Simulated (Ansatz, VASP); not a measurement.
**Sc2BN: VASP beside Ansatz**

Contents of INCAR:

```
SYSTEM = Sc2BN
  PREC = Accurate
  ENCUT = 520
  EDIFF = 1E-6
  ISMEAR = 0
  SIGMA = 0.1
  LREAL = .FALSE.
  LASPH = .TRUE.
  NELM = 150
  ALGO = Normal
  ISIF = 2
  LWAVE = .FALSE.
  LCHARG = .FALSE.
  ISPIN = 2
  MAGMOM = 0 0 0 0 0 0 1 1
  LORBIT = 11
  LMAXMIX = 4
  GGA = PE
  NBANDS = 44
```

Contents of KPOINTS:

```
regular mesh
0
G
  6 6 2
  0 0 0
```

File POSCAR:

```
Sc2BN
1.0
    4.5056154730      0.0000000000      0.0000000000
   -2.2528077365      3.9019774593      0.0000000000
    0.0000000000      0.0000000000      8.0641212745
Sc B N
4 2 2
Direct
    0.3333333333      0.6666666667      0.2500000000
    0.6666666667      0.3333333333      0.7500000000
    0.0000000000      0.0000000000      0.2500000000
    0.0000000000      0.0000000000      0.7500000000
    0.3333333333      0.6666666667      0.7500000000
    0.6666666667      0.3333333333      0.2500000000
    0.0000000000      0.0000000000      0.0000000000
    0.0000000000      0.0000000000      0.5000000000
```

Input for Ansatz:

```yaml
crystal:
  lattice:
    - [4.505615473, 0.0, 0.0]
    - [-2.2528077365, 3.9019774593, 0.0]
    - [0.0, 0.0, 8.0641212745]
  atoms:
    - { symbol: Sc, position: [0.3333333333, 0.6666666667, 0.25] }
    - { symbol: Sc, position: [0.6666666667, 0.3333333333, 0.75] }
    - { symbol: Sc, position: [0.0, 0.0, 0.25] }
    - { symbol: Sc, position: [0.0, 0.0, 0.75] }
    - { symbol: B, position: [0.3333333333, 0.6666666667, 0.75] }
    - { symbol: B, position: [0.6666666667, 0.3333333333, 0.25] }
    - { symbol: "N", position: [0.0, 0.0, 0.0], spin: 1.0 }
    - { symbol: "N", position: [0.0, 0.0, 0.5], spin: 1.0 }
basis:
  ecutwfc: 420
kpoints:
  mp_grid: { grid: [6, 6, 2] }
hamiltonian:
  xc: pbe
scf:
  occupations: { method: gaussian, width: 0.1 }
  lower_state_search: "off"
output:
  forces: true
  stress: true
  eigenvalues: true
  populations: true
magnetization:
  spin_polarized: true
```

Alike in both runs: task single point; functional PBE; k mesh 6 × 6 × 2; occupations gaussian, width 0.1 eV; collinear spin.

```csv
,VASP,Ansatz
version,VASP 6.6.1,Ansatz 0.2.0
potentials or method,"VASP PAW PBE potentials, release 64 (Sc_sv, B, N), cutoff 520 eV","scalar-relativistic, plane waves, PAW"
valence electrons in the cell,60,60
```

```csv
,VASP,Ansatz,Ansatz less VASP
gap on the k mesh at the Fermi level (eV),none,none,-
pressure (GPa),0.4,0.1,-0.32
"traceless stress, the component that is largest in VASP (GPa)",0.24,-0.08,-0.313
net moment per atom (μB),0.00,0.00,0.000
```

A gap of «none» marks a metal or a gap that the smearing closes. Ansatz's warnings: seeded moment not kept.

The k mesh is coarse, so the values compare programs but aren't converged.
